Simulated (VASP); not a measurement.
A run of VASP 6.6.1:

Contents of INCAR:

```
  ALGO = Normal
  EDIFF = 1E-7
  ENCUT = 520
  GGA = PS
  ISIF = 2
  ISMEAR = -1
  LASPH = T
  LCHARG = F
  LREAL = F
  LWAVE = F
  NBANDS = 31
  NELM = 60
  PREC = Accurate
  SIGMA = 0.03
```

KPOINTS

```
k-points
0
Gamma
  7 7 7
```

POSCAR

```
RbLuSe2
1.0
    2.0647010171      1.1920556880      7.7139034000
   -2.0647010171      1.1920556880      7.7139034000
    0.0000000000     -2.3841113760      7.7139034000
Rb Lu Se
1 1 2
Direct
    0.0000000000      0.0000000000      0.0000000000
    0.5000000000      0.5000000000      0.5000000000
    0.2317900000      0.2317900000      0.2317900000
    0.7682100000      0.7682100000      0.7682100000
```

Potentials or basis: VASP PAW PBE potentials, release 64 (Rb_sv, Lu, Se).

Command:

```sh
$ cat potpaw_PBE.64/Rb_sv/POTCAR potpaw_PBE.64/Lu/POTCAR potpaw_PBE.64/Se/POTCAR > POTCAR
$ mpirun -np 1 vasp_std > vasp.out
```

Hardware: 1 thread of Intel(R) Xeon(R) 6975P-C (Granite Rapids), on a shared host.

Problem. Estimate the wall time of this run.

Solution. It took 3.7 min on 1 thread of Intel(R) Xeon(R) 6975P-C (Granite Rapids), with other jobs on the host, peak memory 0.55 GiB. Counts: scf iterations 15, k points 44.
